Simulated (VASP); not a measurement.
Input of a VASP 6.6.1 run:

INCAR

```
PREC = Accurate
ENCUT = 520
EDIFF = 1E-6
ISMEAR = 0
SIGMA = 0.05
LREAL = Auto
LASPH = True
NELM = 60
ALGO = Normal
ISIF = 2
LWAVE = False
LCHARG = False
GGA = PE
NBANDS = 64
```

The input KPOINTS:

```
Automatic mesh
0
Gamma
  6 6 2
```

File POSCAR:

```
Mg11O12
1.0
    5.2809543534     -3.0489604174      0.0000000000
    0.0000000000      6.0979208350      0.0000000000
    0.0000000000      0.0000000000      8.4761309303
Mg O
11 12
Direct
    0.3255178493      0.3333333333      0.8857929837
    0.0000000000      0.6588511827      0.3642070163
    0.0000000000      0.6588511827      0.8857929837
    0.6744821507      1.0078154840      0.3642070163
    0.6744821507      1.0078154840      0.8857929837
    1.3255178493      0.3333333333      0.3642070163
    1.0000000000      0.3333333333      0.6250000000
    0.6666666667      0.6666666667      0.1250000000
    0.6666666667      0.6666666667      0.6250000000
    0.3333333333      1.0000000000      0.1250000000
    0.3333333333      1.0000000000      0.6250000000
    0.3617628519      0.3333333333      0.1250000000
    0.3327821024      0.3333333333      0.6250000000
    0.0000000000      0.6950961852      0.1250000000
    0.0000000000      0.6661154357      0.6250000000
    0.6382371481      0.9715704814      0.1250000000
    0.6672178976      1.0005512309      0.6250000000
    1.0000000000      0.3333333333      0.3849992999
    1.0000000000      0.3333333333      0.8650007001
    0.6666666667      0.6666666667      0.3777418324
    0.6666666667      0.6666666667      0.8722581676
    0.3333333333      1.0000000000      0.3777418324
    0.3333333333      1.0000000000      0.8722581676
```

Potentials or basis: VASP PAW PBE potentials, release 64 (Mg, O).

Command:

```console
$ cat potpaw_PBE.64/Mg/POTCAR potpaw_PBE.64/O/POTCAR > POTCAR
$ mpirun -np 1 vasp_std > vasp.out
```

What does it give for the largest force?

0.011 eV/Å.

Predict the pressure.

0.5 GPa.

Estimate the band gap on the k mesh.

zero (band 47 reaches 1.08 eV, above the bottom of band 48 at 0.81 eV).

Stress tensor (GPa, compression positive):
```
0.58 0.00 0.00
0.00 0.58 0.00
0.00 0.00 0.29
```

Caveat: the k points lie up to 0.37 Å⁻¹ apart.
